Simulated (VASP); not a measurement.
Wanted: the native input for a VASP 6.6.1 run.

```yaml
Task: relaxation of cell and atoms
Functional: r2SCAN
Potentials_or_basis: VASP PAW PBE potentials, release 64 (Ta_pv, N)
Cutoff: 600 eV
k_mesh: 8 × 8 × 8
Occupations: gaussian, width 0.1 eV
Spin: no spin polarisation
Dipole_correction: no
Further_INCAR_settings: ALGO = Normal; EDIFF = 1e-06; IBRION = 2; EDIFFG = -0.05; NSW = 100; ISIF = 3
```

TaN:

```xyz
2
Lattice="0.0000 2.1790 2.1790 2.1790 0.0000 2.1790 2.1790 2.1790 0.0000" Properties=species:S:1:pos:R:3 pbc="T T T"
Ta    2.1790    2.1790    2.1790
N     0.0000    0.0000    0.0000
```

These files were run (other wordings do the same):

POSCAR

```
TaN
1.0
    0.0000000000      2.1790000000      2.1790000000
    2.1790000000      0.0000000000      2.1790000000
    2.1790000000      2.1790000000      0.0000000000
Ta N
1 1
Direct
    0.5000000000      0.5000000000      0.5000000000
    0.0000000000      0.0000000000      0.0000000000
```

INCAR.step1

```
PREC = Accurate ; ENCUT = 600
ISMEAR = 0 ; SIGMA = 0.1
LREAL = F ; LASPH = T
NELM = 80 ; GGA = PE
ALGO = Normal ; EDIFF = 1E-4
LWAVE = T ; LCHARG = F
```

INCAR.step2

```
PREC = Accurate ; ENCUT = 600
EDIFF = 1E-6 ; ISMEAR = 0
SIGMA = 0.1 ; LREAL = F
LASPH = T ; NELM = 80
ALGO = Normal ; ISIF = 3
LWAVE = F ; LCHARG = F
METAGGA = R2SCAN ; LMIXTAU = T
IBRION = 2 ; NSW = 100
EDIFFG = -0.05 ; ISTART = 1
```

KPOINTS

```
regular mesh
0
Gamma
  8 8 8
```

Potentials or basis: VASP PAW PBE potentials, release 64 (Ta_pv, N).

Command:

```console
$ cat potpaw_PBE.64/Ta_pv/POTCAR potpaw_PBE.64/N/POTCAR > POTCAR
$ cp INCAR.step1 INCAR
$ mpirun -np 1 vasp_std > vasp.out
$ cp INCAR.step2 INCAR
$ mpirun -np 1 vasp_std > vasp.out
```

Results of the run:

```json
{
 "Relaxed volume": "10.70 Å³/atom",
 "Relaxed cell": "a = 3.116 Å, b = 3.116 Å, c = 3.116 Å, α = 60.00°, β = 60.00°, γ = 60.00°",
 "Space group after relaxing (to 0.05 Å)": "Fm-3m (No. 225)",
 "Energy gained by relaxing": "12.5 meV/atom",
 "Ionic steps": "3",
 "Pressure after relaxing": "-0.3 GPa",
 "Band gap on the k mesh": "zero (band 8 reaches 11.45 eV, above the bottom of band 9 at 7.39 eV)"
}
```

Caveat: the PAW data sets were made with another functional, which shifts forces and pressure a little; spin-orbit coupling is left out, which moves the levels of the heavy elements.

Wall time 83 s on 1 thread of Intel(R) Xeon(R) 6975P-C (Granite Rapids), on a shared host, peak memory 0.18 GiB.
